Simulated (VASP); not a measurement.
Here is a VASP 6.6.1 calculation.

INCAR

```
ALGO = Normal
EDIFF = 1E-6
ENCUT = 520
GGA = PS
ISIF = 2
ISMEAR = 0
LASPH = True
LCHARG = False
LREAL = False
LWAVE = False
NBANDS = 15
NELM = 100
PREC = Accurate
SIGMA = 0.05
```

File KPOINTS:

```
k-points
0
Gamma
  12 12 12
```

Contents of POSCAR:

```
ZrC
1.0
    0.0000000000      2.3345844199      2.3345844199
    2.3345844199      0.0000000000      2.3345844199
    2.3345844199      2.3345844199      0.0000000000
Zr C
1 1
Direct
    0.5000000000      0.5000000000      0.5000000000
    0.0000000000      0.0000000000      0.0000000000
```

Potentials or basis: VASP PAW PBE potentials, release 64 (Zr_sv, C).

The run is started by

```console
$ cat potpaw_PBE.64/Zr_sv/POTCAR potpaw_PBE.64/C/POTCAR > POTCAR
$ mpirun -np 1 vasp_std > vasp.out
```

Problem. What does it give for the pressure?

Solution. 0.4 GPa.

Problem. Predict the band gap on the k mesh.

Solution. Zero (band 8 reaches 10.68 eV, above the bottom of band 9 at 9.35 eV).

Caveat: the PAW data sets were made with another functional, which shifts forces and pressure a little.
